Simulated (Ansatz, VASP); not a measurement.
## Ta in VASP and in Ansatz

File INCAR:

```
SYSTEM = Ta
PREC     = Accurate       ! precision mode
ENCUT    = 520            ! plane-wave cutoff, eV
EDIFF    = 1E-7           ! SCF threshold, eV
ISMEAR   = 0              ! smearing method
SIGMA    = 0.15           ! smearing width, eV
LREAL    = .False.        ! projectors in reciprocal space
LASPH    = .True.         ! aspherical terms in the spheres
NELM     = 80             ! most SCF steps
ALGO     = Fast           ! electronic algorithm
ISIF     = 2              ! what is computed and relaxed
LWAVE    = .False.        ! write WAVECAR
LCHARG   = .True.         ! write CHGCAR
GGA      = PS             ! functional
LELF     = .True.         ! ELF
LVHAR    = .True.       
NBANDS   = 12             ! bands
```

KPOINTS

```
regular mesh
0
Gamma
  20 20 20
  0 0 0
```

POSCAR

```
Ta
1.0
   -1.6760492000      1.6265108000      1.6512800000
    1.6760492000     -1.6265108000      1.6512800000
    1.6760492000      1.6265108000     -1.6512800000
Ta
1
Direct
    0.0000000000      0.0000000000      0.0000000000
```

Input for Ansatz:

```yaml
crystal:
  lattice:
    - [-1.6760492, 1.6265108, 1.65128]
    - [1.6760492, -1.6265108, 1.65128]
    - [1.6760492, 1.6265108, -1.65128]
  atoms:
    - { symbol: Ta, position: [0.0, 0.0, 0.0] }
basis:
  ecutwfc: 420
kpoints:
  mp_grid: { grid: [20, 20, 20] }
hamiltonian:
  xc: pbesol
scf:
  occupations: { method: gaussian, width: 0.15 }
output:
  forces: true
  stress: true
  eigenvalues: true
```

Change from the starting cell: strain +0.0150 x Voigt [1, -1, 0, 0, 0, 0], atoms carried along.

Alike in both runs: task single point; functional PBEsol; k mesh 20 × 20 × 20; occupations gaussian, width 0.15 eV; no spin polarisation.

```csv
,VASP,Ansatz
version,VASP 6.6.1,Ansatz 0.2.0
potentials or method,"VASP PAW PBE potentials, release 64 (Ta_pv), cutoff 520 eV","scalar-relativistic, plane waves, PAW"
valence electrons in the cell,11,13
```

|  | VASP | Ansatz | Ansatz less VASP |
| --- | --- | --- | --- |
| gap on the k mesh at the Fermi level (eV) | none | none | - |
| pressure (GPa) | -3.5 | -3.7 | -0.14 |
| traceless stress, the component that is largest in VASP (GPa) | 1.78 | 1.79 | +0.003 |

VASP's potentials were made for PBE, not for PBEsol. A gap of «none» marks a metal or a gap that the smearing closes. VASP's potentials hold 11 valence electrons a cell and Ansatz's 13, so a difference there can come from the potentials and not from the codes.

Neither program's run includes spin-orbit coupling.
